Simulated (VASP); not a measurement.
A run of VASP 6.6.1:

INCAR

```
SYSTEM = Al
PREC = Accurate ; ENCUT = 520
EDIFF = 1E-7 ; ISMEAR = 1
SIGMA = 0.05 ; LREAL = .FALSE.
LASPH = .TRUE. ; NELM = 100
ALGO = Normal ; ISIF = 2
LWAVE = .FALSE. ; LCHARG = .FALSE.
GGA = PS ; NBANDS = 8
```

File KPOINTS:

```
regular mesh
0
G
  7 7 7
  0 0 0
```

File POSCAR:

```
Al
1.0
    0.0000000000      2.0027916776      2.0027916776
    2.0027916776      0.0000000000      2.0027916776
    2.0027916776      2.0027916776      0.0000000000
Al
1
Direct
    0.0000000000      0.0000000000      0.0000000000
```

Potentials or basis: VASP PAW PBE potentials, release 64 (Al).

Launch:

```bash
$ cat potpaw_PBE.64/Al/POTCAR > POTCAR
$ mpirun -np 1 vasp_std > vasp.out
```

Hardware: 1 thread of AMD EPYC 9R45 96-Core Processor (Zen 5) (shared host).

Problem. Estimate the wall time of this run.

Solution. It took 2 s on 1 thread of AMD EPYC 9R45 96-Core Processor (Zen 5), with other jobs on the host, peak memory 0.1 GiB. Counts: scf iterations 11, k points 20.
